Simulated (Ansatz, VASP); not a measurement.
# BP in VASP and in Ansatz

```xyz
2
Lattice="0.0000 2.2690 2.2690 2.2690 0.0000 2.2690 2.2690 2.2690 0.0000" Properties=species:S:1:pos:R:3 pbc="T T T"
B     0.0000    0.0000    0.0000
P     1.1345    1.1345    1.1345
```

Alike in both runs: task single point; functional PBEsol; k mesh 8 × 8 × 8; no spin polarisation.

```csv
,VASP,Ansatz
version,VASP 6.6.1,Ansatz 0.2.0
potentials or method,"VASP PAW PBE potentials, release 64 (B, P), cutoff 500 eV","scalar-relativistic, plane waves, PAW"
occupations,"gaussian, width 0.01 eV",fixed
valence electrons in the cell,8,8
```

VASP gave:

* gap on the k mesh at the Fermi level (eV): 1.16
* least direct gap on the mesh (eV): 3.36

Task: Which values does Ansatz return?

Result: gap on the k mesh at the Fermi level (eV): 1.17; least direct gap on the mesh (eV): 3.36.

VASP's potentials were made for PBE, not for PBEsol, and Ansatz warns of the same on its side.
